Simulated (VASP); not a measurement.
## SnSe: single point with PBEsol

Crystal: SnSe.

```
CELL_PARAMETERS angstrom
-0.03170 3.14626 3.14217
2.89325 0.07047 3.04000
2.92260 3.07343 0.04112
ATOMIC_POSITIONS crystal
Sn 0.00929 0.95169 0.07301
Se 0.50105 0.52186 0.49372
```

- Program: VASP 6.6.1
- Task: single point
- Functional: PBEsol
- Potentials or basis: VASP PAW PBE potentials, release 64 (Sn_d, Se)
- Cutoff: 500 eV
- k mesh: 4 × 4 × 4
- Occupations: gaussian, width 0.01 eV
- Spin: no spin polarisation

* Pressure: -2.1 GPa
* Largest force: 0.131 eV/Å
* Band gap on the k mesh: 0.43 eV, indirect (least direct gap 0.52 eV)

Forces in eV/Å, atoms in the order of the input:
```
Sn  -0.024 -0.099  0.083
Se   0.024  0.099 -0.083
```

Stress tensor (GPa, compression positive):
```
 0.73  0.09  0.36
 0.09 -3.01 -1.13
 0.36 -1.13 -3.93
```

Levels at points of the mesh, in eV from the valence-band top:
| k point | band 7 | band 8 | band 9 | band 10 | band 11 | band 12 | band 13 | band 14 |
| --- | --- | --- | --- | --- | --- | --- | --- | --- |
| (0.00, 0.00, 0.00) | -5.25 | -2.66 | -2.52 | -1.98 | 3.33 | 3.85 | 4.09 | 5.26 |
| (0.50, 0.00, 0.00) | -8.38 | -2.29 | -2.18 | 0.00 | 0.52 | 1.59 | 1.64 | 7.56 |
| (0.00, 0.50, 0.00) | -8.02 | -2.63 | -2.18 | -0.80 | 0.49 | 1.07 | 1.33 | 7.76 |
| (0.50, 0.50, 0.00) | -6.55 | -5.16 | -3.96 | -3.46 | 2.46 | 4.63 | 5.52 | 6.17 |
| (0.00, 0.00, 0.50) | -8.03 | -2.58 | -2.11 | -0.79 | 0.68 | 1.09 | 1.42 | 7.69 |
| (0.50, 0.00, 0.50) | -6.80 | -4.90 | -3.99 | -3.46 | 2.66 | 4.57 | 5.60 | 6.00 |
| (0.00, 0.50, 0.50) | -6.39 | -5.66 | -4.20 | -3.36 | 2.09 | 5.16 | 5.59 | 6.05 |
| (0.50, 0.50, 0.50) | -8.29 | -2.34 | -2.25 | -0.14 | 0.43 | 1.41 | 1.59 | 7.54 |

Wall time 16 s on 1 thread of Intel(R) Xeon(R) Platinum 8375C CPU @ 2.90GHz (Ice Lake) (shared host), peak memory 0.19 GiB.

Caveat: the k points lie up to 0.46 Å⁻¹ apart; the PAW data sets were made with another functional, which shifts forces and pressure a little; spin-orbit coupling is left out, which moves the levels of the heavy elements. A k mesh can miss the band edges.
